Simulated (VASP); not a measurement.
Set up this calculation in VASP 6.6.1, as the native input.

```yaml
Task: single point
Functional: revPBE
Potentials_or_basis: VASP PAW PBE potentials, release 64 (Ni)
Cutoff: 520 eV
k_mesh: 16 × 16 × 9
Occupations: fermi-dirac, width 0.1 eV
Spin: no spin polarisation
Dipole_correction: no
Further_INCAR_settings: ALGO = Normal; EDIFF = 1e-06; NBANDS = 17
```

The structure of Ni lies in POSCAR:

```
Ni
1.0
    2.4660260216      0.0000000000      0.0000000000
   -1.2330130108      2.1356411811      0.0000000000
    0.0000000000      0.0000000000      4.0540295827
Ni
2
Direct
    0.3333333333      0.6666666667      0.2500000000
    0.6666666667      0.3333333333      0.7500000000
```

This cell differs from its parent crystal: volume scaled by 0.96.

These files were run (other wordings do the same):

INCAR

```
ALGO = Normal
EDIFF = 1E-6
ENCUT = 520
GGA = RE
ISIF = 2
ISMEAR = -1
LASPH = T
LCHARG = F
LREAL = F
LWAVE = F
NBANDS = 17
NELM = 60
PREC = Accurate
SIGMA = 0.1
```

KPOINTS

```
k-points
0
Gamma
  16 16 9
```

Potentials or basis: VASP PAW PBE potentials, release 64 (Ni).

Run with:

```console
$ cat potpaw_PBE.64/Ni/POTCAR > POTCAR
$ mpirun -np 1 vasp_std > vasp.out
```

Results of the run:

```
Pressure               : 8.5 GPa
Band gap on the k mesh : zero (band 10 reaches 9.70 eV, above the bottom of band 11 at 9.20 eV)
```

Caveat: the PAW data sets were made with another functional, which shifts forces and pressure a little; the run has no spin polarisation, though such a crystal can be magnetic.

It took 31 s on 1 thread of AMD EPYC 9R45 (Zen 5), with other jobs on the host, peak memory 0.12 GiB.
